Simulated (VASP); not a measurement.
A run of VASP 6.6.1 is set up as follows.

The input POSCAR:

```
Bi
1.0
   -1.8433290618      1.8433290618      1.8433290618
    1.8433290618     -1.8433290618      1.8433290618
    1.8433290618      1.8433290618     -1.8433290618
Bi
1
Direct
    0.0000000000      0.0000000000      0.0000000000
```

File INCAR.step1:

```
SYSTEM = Bi
ALGO     = Normal         ! electronic algorithm
EDIFF    = 1E-4           ! SCF threshold, eV
ENCUT    = 520            ! plane-wave cutoff, eV
GGA      = PE             ! functional
ISMEAR   = -1             ! smearing method
LASPH    = .True.         ! aspherical terms in the spheres
LCHARG   = .False.        ! write CHGCAR
LREAL    = .False.        ! projectors in reciprocal space
LWAVE    = .True.         ! write WAVECAR
NBANDS   = 14             ! bands
NELM     = 60             ! most SCF steps
PREC     = Accurate       ! precision mode
SIGMA    = 0.1            ! smearing width, eV
```

The input INCAR.step2:

```
SYSTEM = Bi
ALGO     = Normal         ! electronic algorithm
EDIFF    = 1E-6           ! SCF threshold, eV
ENCUT    = 520            ! plane-wave cutoff, eV
ISIF     = 2              ! what is computed and relaxed
ISMEAR   = -1             ! smearing method
ISTART   = 1            
LASPH    = .True.         ! aspherical terms in the spheres
LCHARG   = .False.        ! write CHGCAR
LMIXTAU  = .True.       
LREAL    = .False.        ! projectors in reciprocal space
LWAVE    = .False.        ! write WAVECAR
METAGGA  = R2SCAN         ! meta-GGA
NBANDS   = 14             ! bands
NELM     = 60             ! most SCF steps
PREC     = Accurate       ! precision mode
SIGMA    = 0.1            ! smearing width, eV
```

File KPOINTS:

```
k-points
0
Gamma
  16 16 16
  0 0 0
```

Potentials or basis: VASP PAW PBE potentials, release 64 (Bi_d).

The run is started by

```sh
$ cat potpaw_PBE.64/Bi_d/POTCAR > POTCAR
$ cp INCAR.step1 INCAR
$ mpirun -np 1 vasp_std > vasp.out
$ cp INCAR.step2 INCAR
$ mpirun -np 1 vasp_std > vasp.out
```

Q: What does it give for the pressure?

A: 20.2 GPa.

Caveat: the PAW data sets were made with another functional, which shifts forces and pressure a little.
